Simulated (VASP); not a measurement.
The system is Pt.

```
Pt
1.0
     0.00000    1.96090    1.96090
     1.96090    0.00000    1.96090
     1.96090    1.96090    0.00000
Pt
1
Cartesian
  0.0000 0.0000 0.0000
```

- Program: VASP 6.6.1
- Task: relaxation of cell and atoms
- Functional: r2SCAN
- Potentials or basis: VASP PAW PBE potentials, release 64 (Pt)
- Cutoff: 600 eV
- k mesh: 8 × 8 × 8
- Occupations: fermi-dirac, width 0.05 eV
- Spin: no spin polarisation

At the start: pressure 4.1 GPa; volume 15.08 Å³/atom.

**Question.** How do energy, volume and symmetry change on relaxing?

**Answer.** Over 3 steps the energy falls by 2.7 meV/atom and the volume is 15.30 Å³/atom (+1.5 %); space group Fm-3m (No. 225, to 0.1 Å) before and after.

The path:
```csv
step,energy change (eV),largest force (eV/Å),pressure (GPa),volume (Å³)
1,0.0000,0.0000,4.12,15.08
2,0.0184,0.0000,-9.90,15.94
3,-0.0027,0.0000,-0.04,15.30
```

Final structure:
```
Pt
1.0
     0.00000    1.97038    1.97038
     1.97038    0.00000    1.97038
     1.97038    1.97038    0.00000
Pt
1
Direct
  0.00000 0.00000 0.00000
```

Caveat: the PAW data sets were made with another functional, which shifts forces and pressure a little.
